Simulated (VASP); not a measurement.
# Al: electric field gradients with r2SCAN

Crystal: Al.

```
CELL_PARAMETERS angstrom
0.00000 4.04961 4.04961
4.04961 0.00000 4.04961
4.04961 4.04961 0.00000
ATOMIC_POSITIONS crystal
Al 0.00000 0.00000 0.00000
Al 0.00000 0.00000 0.50000
Al 0.00000 0.50000 0.00000
Al 0.00000 0.50000 0.50000
Al 0.50000 0.00000 0.00000
Al 0.50000 0.00000 0.50000
Al 0.50000 0.50000 0.00000
Al 0.50000 0.50000 0.50000
```

```
Program                : VASP 6.6.1
Task                   : electric field gradients
Functional             : r2SCAN
Potentials or basis    : VASP PAW PBE potentials, release 64 (Al)
Cutoff                 : 520 eV
k mesh                 : 7 × 7 × 7
Occupations            : fermi-dirac, width 0.05 eV
Spin                   : no spin polarisation
Dipole correction      : no
Further INCAR settings : ALGO = Normal; EDIFF = 1e-08; NBANDS = 22
```

```yaml
Pressure: -4.1 GPa
Band_gap_on_the_k_mesh: zero (bands 12 and 13 overlap by 2.67 eV)
Largest_electric_field_gradient_by_atom: under 0.05 V/Å² on every atom
```

Levels at points of the mesh, in eV from the Fermi level:
| k point | band 8 | band 9 | band 10 | band 11 | band 12 | band 13 | band 14 | band 15 | band 16 | band 17 |
| --- | --- | --- | --- | --- | --- | --- | --- | --- | --- | --- |
| (0.00, 0.00, 0.00) | -4.50 | -4.50 | -3.12 | -3.12 | -3.12 | -1.62 | -1.62 | -1.62 | 5.49 | 5.49 |

It took 4.3 min on 1 thread of Intel(R) Xeon(R) Platinum 8488C (Sapphire Rapids), on a shared host, peak memory 0.36 GiB.

Caveat: the cell stands under tension; the PAW data sets were made with another functional, which shifts forces and pressure a little.
